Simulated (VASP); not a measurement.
Input of a VASP 6.6.1 run:

The input INCAR:

```
ALGO     = Normal         # electronic algorithm
EDIFF    = 1E-6           # SCF threshold, eV
ENCUT    = 520            # plane-wave cutoff, eV
GGA      = PE             # functional
ISIF     = 2              # what is computed and relaxed
ISMEAR   = -1             # smearing method
IVDW     = 12             # dispersion correction
LASPH    = T              # aspherical terms in the spheres
LCHARG   = F              # write CHGCAR
LREAL    = F              # projectors in reciprocal space
LWAVE    = F              # write WAVECAR
NBANDS   = 16             # bands
NELM     = 60             # most SCF steps
PREC     = Accurate       # precision mode
SIGMA    = 0.05           # smearing width, eV
```

KPOINTS

```
k-points
0
Gamma
  12 12 12
```

The input POSCAR:

```
C
1.0
    1.2324698137      0.7115667787      6.8977613618
   -1.2324698137      0.7115667787      6.8977613618
    0.0000000000     -1.4231335574      6.8977613618
C
4
Direct
    0.0814685907      0.0814685907      0.0814685907
    0.7481597157      0.7481597157      0.7481597157
    0.2518402843      0.2518402843      0.2518402843
    0.9185314093      0.9185314093      0.9185314093
```

Potentials or basis: VASP PAW PBE potentials, release 64 (C).

Run with:

```sh
$ cat potpaw_PBE.64/C/POTCAR > POTCAR
$ mpirun -np 1 vasp_std > vasp.out
```

(1) Predict the dispersion energy per atom.

(2) Estimate the pressure.

## Answers

(1) -0.151 eV.

(2) 0.4 GPa.
